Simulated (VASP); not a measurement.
# Ge (Pm-3m) in VASP: notebook

The runs below take Ge through single point, with PBEsol, PBE.

Program: VASP 6.6.1. These are calculated values, not measurements. Logs are shortened: lines on timing, memory, paths and dates and some standing lists are left out, and cuts for length are marked.

### 1 The cell of the first run

The structure is cubic, space group Pm-3m (No. 221). Conventional cell: a = 2.710 Å, b = 2.710 Å, c = 2.710 Å, α = 90.00°, β = 90.00°, γ = 90.00°. Ge (site symmetry m-3m) has 6 Ge at 2.71 Å within 3.6 Å.

### 2 Single point, PBEsol

The input, INCAR:

```
SYSTEM = Ge
PREC = Accurate ; ENCUT = 500
EDIFF = 1E-6 ; ISMEAR = -1
SIGMA = 0.1 ; LREAL = .False.
LASPH = .True. ; NELM = 120
ALGO = Normal ; ISIF = 2
LWAVE = .False. ; LCHARG = .False.
GGA = PS ; NBANDS = 13
GGA_COMPAT = .False.
```

The input, KPOINTS:

```
Automatic mesh
0
Gamma
  8 8 8
  0 0 0
```

The input, POSCAR:

```
Ge
1.0
    2.7104700000      0.0000000000      0.0000000000
    0.0000000000      2.7104700000      0.0000000000
    0.0000000000      0.0000000000      2.7104700000
Ge
1
Direct
    0.0000000000      0.0000000000      0.0000000000
```

Potentials or basis: VASP PAW PBE potentials, release 64 (Ge_d).

The run is started by

```
$ cat potpaw_PBE.64/Ge_d/POTCAR > POTCAR
$ mpirun -np 1 vasp_std > vasp.out
```

OUTCAR:

```text
SYSTEM = Ge
   PREC = Accurate
   ENCUT = 500
   EDIFF = 1E-6
   ISMEAR = -1
   LREAL = .False.
   LASPH = .True.
   NELM = 120
   ISIF = 2
   GGA = PS

 ion  position               nearest neighbor table
   1  0.000  0.000  0.000-

  LATTYP: Found a simple cubic cell.
 ALAT       =     2.7104700000

  Lattice vectors:

 A1 = (   2.7104700000,   0.0000000000,   0.0000000000)
 A2 = (   0.0000000000,   2.7104700000,   0.0000000000)
 A3 = (   0.0000000000,   0.0000000000,   2.7104700000)

Analysis of symmetry for initial positions (statically):
=====================================================================
 Subroutine PRICEL returns:
 Original cell was already a primitive cell.

 Routine SETGRP: Setting up the symmetry group for a
 simple cubic supercell.

 Subroutine GETGRP returns: Found 48 space group operations
 (whereof 48 operations were pure point group operations)
 out of a pool of 48 trial point group operations.

The static configuration has the point symmetry O_h .

Analysis of symmetry for dynamics (positions and initial velocities):
=====================================================================
 Subroutine PRICEL returns:
 Original cell was already a primitive cell.

 Routine SETGRP: Setting up the symmetry group for a
 simple cubic supercell.

 Subroutine GETGRP returns: Found 48 space group operations
 (whereof 48 operations were pure point group operations)
 out of a pool of 48 trial point group operations.

The dynamic configuration has the point symmetry O_h .

 Subroutine INISYM returns: Found 48 space group operations
 (whereof 48 operations are pure point group operations),
 and found     1 'primitive' translations

----------------------------------------------------------------------------------------

                                     Primitive cell

  volume of cell :      19.9129

  direct lattice vectors                    reciprocal lattice vectors
     2.710470000  0.000000000  0.000000000     0.368939704  0.000000000  0.000000000
     0.000000000  2.710470000  0.000000000     0.000000000  0.368939704  0.000000000
     0.000000000  0.000000000  2.710470000     0.000000000  0.000000000  0.368939704

  length of vectors
     2.710470000  2.710470000  2.710470000     0.368939704  0.368939704  0.368939704

  position of ions in fractional coordinates (direct lattice)
     0.000000000  0.000000000  0.000000000

  ion indices of the primitive-cell ions
   primitive index   ion index
                 1           1

----------------------------------------------------------------------------------------

 KPOINTS: Automatic mesh

Automatic generation of k-mesh.
 Grid dimensions read from file:
 generate k-points for:    8    8    8

 Generating k-lattice:

  Cartesian coordinates                     Fractional coordinates (reciprocal lattice)
     0.046117463  0.000000000  0.000000000     0.125000000  0.000000000  0.000000000
     0.000000000  0.046117463  0.000000000     0.000000000  0.125000000  0.000000000
     0.000000000  0.000000000  0.046117463     0.000000000  0.000000000  0.125000000

  Length of vectors
     0.046117463  0.046117463  0.046117463

  Shift w.r.t. Gamma in fractional coordinates (k-lattice)
     0.000000000  0.000000000  0.000000000

 Subroutine IBZKPT returns following result:
 ===========================================

 Found     35 irreducible k-points:

 Following reciprocal coordinates:
            Coordinates               Weight
  0.000000  0.000000  0.000000      1.000000
  0.125000  0.000000  0.000000      6.000000
  0.250000  0.000000  0.000000      6.000000
  0.375000  0.000000  0.000000      6.000000
  0.500000  0.000000  0.000000      3.000000
  0.125000  0.125000  0.000000     12.000000
[... 16 lines left out ...]
  0.375000  0.375000  0.125000     24.000000
  0.500000  0.375000  0.125000     24.000000
 [... further k-points ...]
   k-points           NKPTS =     35   k-points in BZ     NKDIM =     35   number of bands    NBANDS=     13
   number of dos      NEDOS =    301   number of ions     NIONS =      1
   total plane-waves  NPLWV =   8000
   dimension x,y,z NGX =    20 NGY =   20 NGZ =   20
   dimension x,y,z NGXF=    40 NGYF=   40 NGZF=   40
   ions per type =               1
   NGX,Y,Z   is equivalent  to a cutoff of  12.27, 12.27, 12.27 a.u.
   NGXF,Y,Z  is equivalent  to a cutoff of  24.53, 24.53, 24.53 a.u.
 SYSTEM =  Ge
   PREC   = accura    normal or accurate (medium, high low for compatibility)
   ISTART =      0    job   : 0-new  1-cont  2-samecut
   ICHARG =      2    charge: 1-file 2-atom 10-const
   ISPIN  =      1    spin polarized calculation?
   LNONCOLLINEAR =      F non collinear calculations
   LSORBIT =      F    spin-orbit coupling
   LASPH  =      T    aspherical Exc in radial PAW
   ENCUT  =  500.0 eV  36.75 Ry    6.06 a.u.   4.94  4.94  4.94*2*pi/ulx,y,z
   NELM   =    120;   NELMIN=  2; NELMDL= -5     # of ELM steps
   EDIFF  = 0.1E-05   stopping-criterion for ELM
   LREAL  =      F    real-space projection
   EDIFFG = 0.1E-04   stopping-criterion for IOM
   NSW    =      0    number of steps for IOM
   IBRION =     -1    ionic relax: 0-MD 1-quasi-New 2-CG
   NFREE  =      0    steps in history (QN), initial steepest desc. (CG)
   ISIF   =      2    stress and relaxation
   ISYM   =      2    0-nonsym 1-usesym 2-fastsym
   POTIM  = 0.5000    time-step for ionic-motion
   TEBEG  =    0.0;   TEEND  =   0.0 temperature during run
   PSTRESS=    0.0 pullay stress
   NELECT =      14.0000    total number of electrons
   NUPDOWN=      -1.0000    fix difference up-down
   EMIN   =  10.00;   EMAX   =-10.00  energy-range for DOS
   EFERMI =   0.00;   METHOD = LEGACY
   ISMEAR =    -1;   SIGMA  =   0.10  broadening in eV -4-tet -1-fermi 0-gaus
   EFERMI_NEDOS =   21; number of points for ismear=-14 and -15
   IALGO  =     38    algorithm
   IMIX   =      4    mixing-type and parameters
     AMIX     =   0.40;   BMIX     =  1.00
     AMIX_MAG =   1.60;   BMIX_MAG =  1.00
  volume/ion in A,a.u.               =      19.91       134.38
  Fermi-wavevector in a.u.,A,eV,Ry     =   1.455703  2.750881 28.831731  2.119072
  Thomas-Fermi vector in A             =   2.572707
   LORBIT       =      0    0 simple, 1 ext, 2 COOP (PROOUT), +10 PAW based schemes
   GGA     = PS    functional components
   LHFCALC =     F    Hartree Fock is set to
   AEXX    =    0.0000 exact exchange contribution
   IVDW    =     0    specifies the selected vdW correction
   LEPSILON=     F    determine dielectric tensor
   LRPA    =     F    only Hartree local field effects (RPA)
 non-spin polarized calculation
  energy-cutoff  :      500.00
  volume of cell :       19.91
 maximum number of plane-waves:       520
 NGX is ok and might be reduce to    20
   NGX =  9   NGY =  9   NGZ =  9

 number of electron      13.9999969 magnetization

 Free energy of the ion-electron system (eV)
  ---------------------------------------------------
  ext. energy  EPLUGINS =         0.00000000
  ---------------------------------------------------
  free energy    TOTEN  =        -4.70455968 eV

  energy without entropy =       -4.68361355  energy(sigma->0) =       -4.69408661

 E-fermi :   5.7371     XC(G=0): -11.0656

 val. band max:        5.5367381330   @ k =   0.2500   0.1250   0.0000
 cond. band min:       5.8162288763   @ k =   0.3750   0.3750   0.2500
 fundamental gap:      0.2794907433
 Fermi energy:         5.7371120450

 k-point     1 :       0.0000    0.0000    0.0000
  band No.  band energies     occupation
      1     -18.7963      2.00000
      2     -18.7963      2.00000
      3     -18.5505      2.00000
      4     -18.5505      2.00000
      5     -18.5505      2.00000
      6      -6.9613      2.00000
      7      12.3521      0.00000
      8      12.3521      0.00000
      9      12.3521      0.00000
     10      15.8185      0.00000
     11      15.8185      0.00000
     12      18.1037      0.00000
     13      34.3999      0.00000

 k-point     2 :       0.1250    0.0000    0.0000
  band No.  band energies     occupation
      1     -18.7943      2.00000
      2     -18.7680      2.00000
      3     -18.5599      2.00000
      4     -18.5599      2.00000
      5     -18.5496      2.00000
      6      -6.6563      2.00000
      7       9.2044      0.00000
      8      12.6430      0.00000
      9      12.6430      0.00000
     10      16.0905      0.00000
     11      17.4310      0.00000
     12      20.4204      0.00000
     13      30.0918      0.00000

 k-point     3 :       0.2500    0.0000    0.0000
  band No.  band energies     occupation
      1     -18.7895      2.00000
      2     -18.7001      2.00000
      3     -18.5826      2.00000
      4     -18.5826      2.00000
      5     -18.5478      2.00000
      6      -5.7524      2.00000
      7       5.2533      1.98428
      8      13.4620      0.00000
      9      13.4620      0.00000
     10      16.8917      0.00000
     11      18.4038      0.00000
     12      25.2011      0.00000
     13      26.2319      0.00000

 k-point     4 :       0.3750    0.0000    0.0000
  band No.  band energies     occupation
      1     -18.7848      2.00000
      2     -18.6326      2.00000
      3     -18.6052      2.00000
      4     -18.6052      2.00000
      5     -18.5459      2.00000
      6      -4.3422      2.00000
      7       1.9342      2.00000
      8      14.5682      0.00000
      9      14.5682      0.00000
     10      18.1226      0.00000
     11      19.7146      0.00000
     12      23.3052      0.00000
     13      23.3052      0.00000

 k-point     5 :       0.5000    0.0000    0.0000
  band No.  band energies     occupation
      1     -18.7828      2.00000
      2     -18.6145      2.00000
      3     -18.6145      2.00000
      4     -18.6047      2.00000
      5     -18.5451      2.00000
      6      -3.2416      2.00000
      7       0.1885      2.00000
      8      15.2030      0.00000
      9      15.2030      0.00000
     10      19.0428      0.00000
     11      20.8677      0.00000
     12      22.0647      0.00000
     13      22.0647      0.00000

 k-point     6 :       0.1250    0.1250    0.0000
  band No.  band energies     occupation
      1     -18.7795      2.00000
      2     -18.7524      2.00000
      3     -18.5700      2.00000
      4     -18.5594      2.00000
      5     -18.5587      2.00000
      6      -6.3515      2.00000
      7       9.2298      0.00000
      8       9.7933      0.00000
      9      12.9339      0.00000
     10      17.0067      0.00000
     11      20.0837      0.00000
     12      20.8909      0.00000
     13      26.3436      0.00000

 k-point     7 :       0.2500    0.1250    0.0000
  band No.  band energies     occupation
      1     -18.7701      2.00000
      2     -18.6885      2.00000
      3     -18.5942      2.00000
      4     -18.5817      2.00000
      5     -18.5570      2.00000
      6      -5.4483      2.00000
      7       5.5367      1.76238
      8      10.3865      0.00000
      9      13.7529      0.00000
     10      17.8480      0.00000
     11      20.6124      0.00000
     12      22.7518      0.00000
     13      25.9454      0.00000
[... 193 lines left out ...]
 k-point    20 :       0.2500    0.2500    0.1250
  band No.  band energies     occupation
      1     -18.7109      2.00000
      2     -18.6412      2.00000
      3     -18.6208      2.00000
      4     -18.5915      2.00000
      5     -18.5893      2.00000
      6      -4.2441      2.00000
      7       6.2837      0.00842
      8       7.1167      0.00000
      9      11.6016      0.00000
     10      18.0375      0.00000
     11      21.5787      0.00000
     12      23.1331      0.00000
     13      23.8393      0.00000

 k-point    21 :       0.3750    0.2500    0.1250
  band No.  band energies     occupation
      1     -18.6986      2.00000
      2     -18.6482      2.00000
      3     -18.6141      2.00000
      4     -18.5889      2.00000
      5     -18.5768      2.00000
      6      -2.8385      2.00000
      7       3.3568      2.00000
      8       7.9810      0.00000
      9      12.8048      0.00000
     10      15.0646      0.00000
     11      19.7586      0.00000
     12      23.4083      0.00000
     13      25.0819      0.00000

 k-point    22 :       0.5000    0.2500    0.1250
  band No.  band energies     occupation
      1     -18.6954      2.00000
      2     -18.6597      2.00000
      3     -18.6238      2.00000
      4     -18.5872      2.00000
      5     -18.5494      2.00000
      6      -1.7368      2.00000
      7       1.6259      2.00000
      8       8.7730      0.00000
      9      13.5377      0.00000
     10      13.7183      0.00000
     11      18.4475      0.00000
     12      24.1783      0.00000
     13      26.1795      0.00000

 k-point    23 :       0.3750    0.3750    0.1250
  band No.  band energies     occupation
      1     -18.6798      2.00000
      2     -18.6733      2.00000
      3     -18.6116      2.00000
      4     -18.6108      2.00000
      5     -18.5251      2.00000
      6      -1.4237      2.00000
      7       4.2417      2.00000
      8       5.0269      1.99835
      9      11.8959      0.00000
     10      14.1467      0.00000
     11      20.8132      0.00000
     12      21.3094      0.00000
     13      25.9284      0.00000

 k-point    24 :       0.5000    0.3750    0.1250
  band No.  band energies     occupation
      1     -18.6919      2.00000
      2     -18.6673      2.00000
      3     -18.6208      2.00000
      4     -18.6100      2.00000
      5     -18.4998      2.00000
      6      -0.2827      2.00000
      7       2.8128      2.00000
      8       5.4579      1.88453
      9      10.5389      0.00000
     10      14.8985      0.00000
     11      19.7329      0.00000
     12      21.9694      0.00000
     13      25.9025      0.00000

 [... further k-points ...]
[... 5 lines left out ...]
  --------------------------------------------------------------------------------------
  -------------------------------------------------------------------------------------
  Total       -0.3033328     -0.3033328     -0.3033328     -0.0000000     -0.0000000     -0.0000000
  in kB      -24.4059706    -24.4059706    -24.4059706     -0.0000000     -0.0000000     -0.0000000
  external PRESSURE =     -24.4059706 kB  Pullay stress =       0.0000000 kB

 VOLUME and BASIS-vectors are now :
 -----------------------------------------------------------------------------
  energy-cutoff  :      500.00
  volume of cell :       19.91
      direct lattice vectors                 reciprocal lattice vectors
     2.710470000  0.000000000  0.000000000     0.368939704  0.000000000  0.000000000
     0.000000000  2.710470000  0.000000000     0.000000000  0.368939704  0.000000000
     0.000000000  0.000000000  2.710470000     0.000000000  0.000000000  0.368939704

 POSITION                                       TOTAL-FORCE (eV/Angst)
 -----------------------------------------------------------------------------------
      0.00000      0.00000      0.00000         0.000000      0.000000      0.000000
 -----------------------------------------------------------------------------------
    total drift:                               -0.000000     -0.000000     -0.000000

  FREE ENERGIE OF THE ION-ELECTRON SYSTEM (eV)
  ---------------------------------------------------
  free  energy   TOTEN  =        -4.7045596829 eV

  energy  without entropy=       -4.6836135468  energy(sigma->0) =       -4.69408661
```

Wall time 5.3 s (1 thread of AMD EPYC 7R43 (Zen 3), shared host); peak memory 0.09 GiB.

Results:

| Property | Result |
| --- | --- |
| Free energy | -4.7046 eV |
| Pressure | -2.4 GPa |
| Band gap on the k mesh | zero (band 7 reaches 12.35 eV, above the bottom of band 8 at 3.26 eV) |

Caveat: the PAW data sets were made with another functional, which shifts forces and pressure a little.

### 3 Single point, PBE

The input, INCAR:

```
ALGO = Normal ; EDIFF = 1E-6
ENCUT = 500 ; GGA = PE
GGA_COMPAT = F ; ISIF = 2
ISMEAR = -1 ; LASPH = T
LCHARG = F ; LREAL = F
LWAVE = F ; NBANDS = 13
NELM = 120 ; PREC = Accurate
SIGMA = 0.03
```

The input, KPOINTS:

```
k-points
0
Gamma
  6 6 6
```

POSCAR is that of step 2.

Potentials or basis: VASP PAW PBE potentials, release 64 (Ge_d).

The run is started by

```
$ cat potpaw_PBE.64/Ge_d/POTCAR > POTCAR
$ mpirun -np 1 vasp_std > vasp.out
```

It took 3.4 s on 1 thread of Intel Xeon Platinum 8488C (Sapphire Rapids), shared host; peak memory 0.12 GiB.

It converged, with:

| Quantity | Value |
| --- | --- |
| Free energy | -4.2692 eV |
| Pressure | -0.4 GPa |
| Band gap on the k mesh | zero (band 7 reaches 12.49 eV, above the bottom of band 8 at 3.39 eV) |

Levels at points of the mesh, in eV from the Fermi level:
```
           k point  band 4  band 5  band 6  band 7  band 8  band 9  band 10  band 11
(0.00, 0.00, 0.00)  -24.53  -24.53  -12.82    6.50    6.50    6.50     9.94     9.94
(0.50, 0.00, 0.00)  -24.58  -24.52   -9.11   -5.65    9.35    9.35    13.14    15.10
(0.50, 0.50, 0.00)  -24.58  -24.45   -5.18   -2.60   -2.60    3.11    12.13    19.25
(0.50, 0.50, 0.50)  -24.45  -24.45   -0.65    0.25    0.25    0.25     6.81     6.81
```

Caveat: the k points lie up to 0.39 Å⁻¹ apart.
